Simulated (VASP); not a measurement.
Wanted: the native input for a VASP 6.6.1 run.

```yaml
Task: single point
Functional: PBEsol
Potentials_or_basis: VASP PAW PBE potentials, release 64 (Hf_pv, Si)
Cutoff: 500 eV
k_mesh: 10 × 10 × 10
Occupations: gaussian, width 0.1 eV
Spin: no spin polarisation
Dipole_correction: no
Further_INCAR_settings: ALGO = Normal; EDIFF = 1e-06; NBANDS = 33
```

The structure of Hf2Si (sol) lies in POSCAR:

```
Hf2Si
1.0
   -3.2553778685      3.2553778685      2.5715296849
    3.2553778685     -3.2553778685      2.5715296849
    3.2553778685      3.2553778685     -2.5715296849
Hf Si
4 2
Direct
    0.3432558939      0.1567441061      0.5000000000
    0.8432558939      0.3432558939      0.1865117878
    0.6567441061      0.8432558939      0.5000000000
    0.1567441061      0.6567441061      0.8134882122
    0.2500000000      0.2500000000      0.0000000000
    0.7500000000      0.7500000000      0.0000000000
```

The input as run:

INCAR

```
SYSTEM = Hf2Si
  ALGO = Normal
  EDIFF = 1E-6
  ENCUT = 500
  GGA = PS
  GGA_COMPAT = .False.
  ISIF = 2
  ISMEAR = 0
  LASPH = .True.
  LCHARG = .False.
  LREAL = .False.
  LWAVE = .False.
  NBANDS = 33
  NELM = 120
  PREC = Accurate
  SIGMA = 0.1
```

KPOINTS

```
k-points
0
Gamma
  10 10 10
  0 0 0
```

Potentials or basis: VASP PAW PBE potentials, release 64 (Hf_pv, Si).

Command:

```console
$ cat potpaw_PBE.64/Hf_pv/POTCAR potpaw_PBE.64/Si/POTCAR > POTCAR
$ mpirun -np 1 vasp_std > vasp.out
```

Results of the run:

```yaml
Pressure: -0.2 GPa
Largest_force: 0.009 eV/Å
Band_gap_on_the_k_mesh: zero (band 24 reaches 6.65 eV, above the bottom of band 25 at 5.84 eV)
```

Caveat: the PAW data sets were made with another functional, which shifts forces and pressure a little; spin-orbit coupling is left out, which moves the levels of the heavy elements.

It took 9.4 min on 1 thread of AMD EPYC 7R13 (shared host), peak memory 0.39 GiB.
